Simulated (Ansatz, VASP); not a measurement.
One calculation of K2Ge, two programs

```
K Ge
1.0
    -2.06575    2.06575    6.90590
     2.06575   -2.06575    6.90590
     2.06575    2.06575   -6.90590
K Ge
2 1
Direct
  0.63602 0.63602 0.00000
  0.36398 0.36398 0.00000
  0.00000 0.00000 0.00000
```

Change from the starting cell: species swapped into the YAu2 type (I4/mmm, No. 139).

Alike in both runs: functional PBE; k mesh 6 × 6 × 6; occupations gaussian, width 0.1 eV; no spin polarisation.

Ansatz relaxed the structure, and its values are those at the end. VASP's run is a single point on that final structure, the one shown.

```csv
,VASP,Ansatz
version,VASP 6.6.1,Ansatz 0.2.0
potentials or method,"VASP PAW PBE potentials, release 64 (K_sv, Ge_d), cutoff 520 eV","scalar-relativistic, plane waves, PAW"
valence electrons in the cell,32,32
```

```csv
,VASP,Ansatz,Ansatz less VASP
gap on the k mesh at the Fermi level (eV),none,none,-
pressure (GPa),0.1,0.1,+0.07
rms of the force components (eV/Å),0.005,0.008,+0.0027
```

A gap of «none» marks a metal or a gap that the smearing closes. The functional is the same, so the differences come from potentials, cutoffs and numerics.
